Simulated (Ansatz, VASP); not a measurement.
BaHfO3 in VASP and in Ansatz

The input POSCAR:

```
BaHfO3
1.0
    4.1770587702      0.0000000000      0.0000000000
    0.0000000000      4.1770587702      0.0000000000
    0.0000000000      0.0000000000      4.1770587702
Ba Hf O
1 1 3
Direct
    0.0000000000      0.0000000000      0.0000000000
    0.5000000000      0.5000000000      0.5000000000
    0.5000000000      0.5000000000      0.0000000000
    0.5000000000      0.0000000000      0.5000000000
    0.0000000000      0.5000000000      0.5000000000
```

File INCAR.step1:

```
SYSTEM = BaHfO3
PREC = Accurate
ENCUT = 520
ISMEAR = 0
SIGMA = 0.01
LREAL = .FALSE.
LASPH = .TRUE.
NELM = 80
NBANDS = 27
GGA = PE
ALGO = Normal
EDIFF = 1E-4
LWAVE = .TRUE.
LCHARG = .FALSE.
```

File INCAR.step2:

```
SYSTEM = BaHfO3
PREC = Accurate
ENCUT = 520
EDIFF = 1E-6
ISMEAR = 0
SIGMA = 0.01
LREAL = .FALSE.
LASPH = .TRUE.
NELM = 80
ALGO = Normal
ISIF = 2
LWAVE = .FALSE.
LCHARG = .TRUE.
METAGGA = R2SCAN
LMIXTAU = .TRUE.
LELF = .TRUE.
LVHAR = .TRUE.
NBANDS = 27
ISTART = 1
```

Contents of KPOINTS:

```
regular mesh
0
G
  6 6 6
  0 0 0
```

Input for Ansatz:

```yaml
crystal:
  lattice:
    - [4.1770587702, 0.0, 0.0]
    - [0.0, 4.1770587702, 0.0]
    - [0.0, 0.0, 4.1770587702]
  atoms:
    - { symbol: Ba, position: [0.0, 0.0, 0.0] }
    - { symbol: Hf, position: [0.5, 0.5, 0.5] }
    - { symbol: O, position: [0.5, 0.5, 0.0] }
    - { symbol: O, position: [0.5, 0.0, 0.5] }
    - { symbol: O, position: [0.0, 0.5, 0.5] }
kpoints:
  mp_grid: { grid: [6, 6, 6] }
  band_path:
    path: [[0.0, 0.0, 0.0], [0.0, 0.5, 0.0], [0.5, 0.5, 0.0], [0.5, 0.5, 0.5]]
    npoints: 1
hamiltonian:
  xc: r2scan
scf:
  occupations: { method: fixed }
  n_extra_bands: 5
output:
  forces: true
  stress: true
  eigenvalues: true
```

Alike in both runs: task single point; functional r2SCAN; k mesh 6 × 6 × 6; no spin polarisation.

```csv
,VASP,Ansatz
version,VASP 6.6.1,Ansatz 0.2.0
potentials or method,"VASP PAW PBE potentials, release 64 (Ba_sv, Hf_pv, O)","plane waves, PAW"
plane-wave cutoff (eV),520,500
occupations,"gaussian, width 0.01 eV",fixed
valence electrons in the cell,38,54
```

|  | VASP | Ansatz | Ansatz less VASP |
| --- | --- | --- | --- |
| gap on the k mesh at the Fermi level (eV) | 4.11 | 4.19 | +0.084 |
| pressure (GPa) | -0.7 | 0.0 | +0.74 |

VASP's potentials were made for PBE, not for r2SCAN. VASP's potentials hold 38 valence electrons a cell and Ansatz's 54, so a difference there can come from the potentials and not from the codes.

Neither program's run includes spin-orbit coupling.
